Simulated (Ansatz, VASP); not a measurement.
## One calculation of Rb, two programs

The input INCAR:

```
SYSTEM = Rb
PREC = Accurate ; ENCUT = 520
EDIFF = 1E-6 ; ISMEAR = -1
SIGMA = 0.1 ; LREAL = .FALSE.
LASPH = .TRUE. ; NELM = 80
ALGO = Normal ; ISIF = 2
LWAVE = .FALSE. ; LCHARG = .FALSE.
GGA = B5 ; ALDAX = 1.0
AGGAX = 1.0 ; AGGAC = 1.0
ALDAC = 0.0 ; NBANDS = 10
```

File KPOINTS:

```
regular mesh
0
G
  9 9 9
  0 0 0
```

File POSCAR:

```
Rb
1.0
    0.0000000000      3.7724484403      3.7724484403
    3.7724484403      0.0000000000      3.7724484403
    3.7724484403      3.7724484403      0.0000000000
Rb
1
Direct
    0.0000000000      0.0000000000      0.0000000000
```

Input for Ansatz:

```yaml
crystal:
  lattice:
    - [0.0, 3.7724484403, 3.7724484403]
    - [3.7724484403, 0.0, 3.7724484403]
    - [3.7724484403, 3.7724484403, 0.0]
  atoms:
    - { symbol: Rb, position: [0.0, 0.0, 0.0] }
hamiltonian:
  xc: blyp
  pseudopotentials:
    kind: paw
    azcp:
      Rb: "pseudopotentials/Rb.paw.azcp"
basis:
  ecutwfc: 420
  fft_grid_basis: typed
kpoints:
  mp_grid: { grid: [9, 9, 9], shift: [0, 0, 0] }
magnetization:
  spin_polarized: false
scf:
  occupations: { method: fermi_dirac, width: 0.1 }
  lower_state_search: "off"
output:
  stress: true
```

Alike in both runs: task single point; functional BLYP; k mesh 9 × 9 × 9; occupations fermi-dirac, width 0.1 eV; no spin polarisation.

|  | VASP | Ansatz |
| --- | --- | --- |
| version | VASP 6.6.1 | Ansatz 0.2.0 |
| potentials or method | VASP PAW PBE potentials, release 64 (Rb_sv), cutoff 520 eV | plane waves (420 eV) with PAW, scalar-relativistic |
| valence electrons in the cell | 9 | 9 |

|  | VASP | Ansatz | Ansatz less VASP |
| --- | --- | --- | --- |
| pressure (GPa) | -0.2 | -0.2 | 0.00 |

VASP's potentials were made for PBE, not for BLYP. The functional is the same, so the differences come from potentials, cutoffs and numerics.
